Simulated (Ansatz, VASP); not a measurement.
# One calculation of HPbNO4, two programs

INCAR

```
SYSTEM = HPbNO4
ALGO     = Normal         ! electronic algorithm
EDIFF    = 1E-7           ! SCF threshold, eV
EDIFFG   = -0.01          ! ionic threshold
ENCUT    = 600            ! plane-wave cutoff, eV
GGA      = PE             ! functional
IBRION   = 2              ! ionic algorithm
ISIF     = 3              ! what is computed and relaxed
ISMEAR   = -1             ! smearing method
IVDW     = 13             ! dispersion correction
LASPH    = .TRUE.         ! aspherical terms in the spheres
LCHARG   = .FALSE.        ! write CHGCAR
LREAL    = .FALSE.        ! projectors in reciprocal space
LWAVE    = .FALSE.        ! write WAVECAR
NELM     = 80             ! most SCF steps
NSW      = 60             ! ionic steps
PREC     = Accurate       ! precision mode
SIGMA    = 0.05           ! smearing width, eV
```

KPOINTS

```
k-points
0
G
  5 5 3
  0 0 0
```

POSCAR

```
HPbNO4
1.0
    4.1992300000      0.1111700000      0.1681700000
    1.9160000000      3.8913200000      0.1256800000
    1.7608500000      1.2525900000      6.3726600000
H Pb N O
1 1 1 4
Direct
    0.8914500000      0.6820200000      0.6279600000
    0.1442600000      0.9287200000      0.8835200000
    0.2567000000      0.2886100000      0.3017100000
    0.8310800000      0.6505600000      0.7840500000
    0.3869400000      0.2238000000      0.1129500000
    0.3110400000      0.0357600000      0.4585600000
    0.0772600000      0.6063300000      0.3227500000
```

The input input.yaml:

```yaml
crystal:
  lattice:
    - [4.19923, 0.11117, 0.16817]
    - [1.916, 3.89132, 0.12568]
    - [1.76085, 1.25259, 6.37266]
  atoms:
    - { symbol: H, position: [0.89145, 0.68202, 0.62796] }
    - { symbol: Pb, position: [0.14426, 0.92872, 0.88352] }
    - { symbol: "N", position: [0.2567, 0.28861, 0.30171] }
    - { symbol: O, position: [0.83108, 0.65056, 0.78405] }
    - { symbol: O, position: [0.38694, 0.2238, 0.11295] }
    - { symbol: O, position: [0.31104, 0.03576, 0.45856] }
    - { symbol: O, position: [0.07726, 0.60633, 0.32275] }
hamiltonian:
  xc: pbe
  pseudopotentials: { kind: paw }
  dispersion: d4
kpoints:
  mp_grid: { grid: [5, 5, 3] }
scf:
  occupations: { method: fermi_dirac, width: 0.05 }
output:
  forces: true
  stress: true
  eigenvalues: true
  write_density: true
  write_potential: true
  elf: true
  volumetric_format: npy
relax:
  f_tol: 0.01
  max_steps: 40
  cell: { stress_tol: 0.05 }
```

Alike in both runs: task relaxation of cell and atoms; functional PBE; dispersion D4; k mesh 5 × 5 × 3; occupations fermi-dirac, width 0.05 eV; no spin polarisation.

```csv
,VASP,Ansatz
version,VASP 6.6.1,Ansatz 0.2.0
potentials or method,"VASP PAW PBE potentials, release 64 (H, Pb_d, N, O)",Ansatz PAW
plane-wave cutoff (eV),600,420
valence electrons in the cell,44,44
```

```tsv
	VASP	Ansatz	Ansatz less VASP
gap on the k mesh at the Fermi level, each at its own relaxed structure (eV)	2.69	2.80	+0.107
relaxed volume (Å³/atom)	13.90	14.00	+0.100
relaxed cell length with the largest relative difference (Å)	4.244	4.269	+0.0243
```

Spin-orbit coupling is off throughout. Noted on VASP's run: the standard files for N, O and F lose accuracy on very short bonds. Noted on Ansatz's run: odd divisions of the mesh miss points on the zone boundary, where band edges often lie, so the gap on the mesh can be too wide; the plane-wave basis is chosen anew once the cell has moved, so the energies of steps on either side of that aren't comparable.
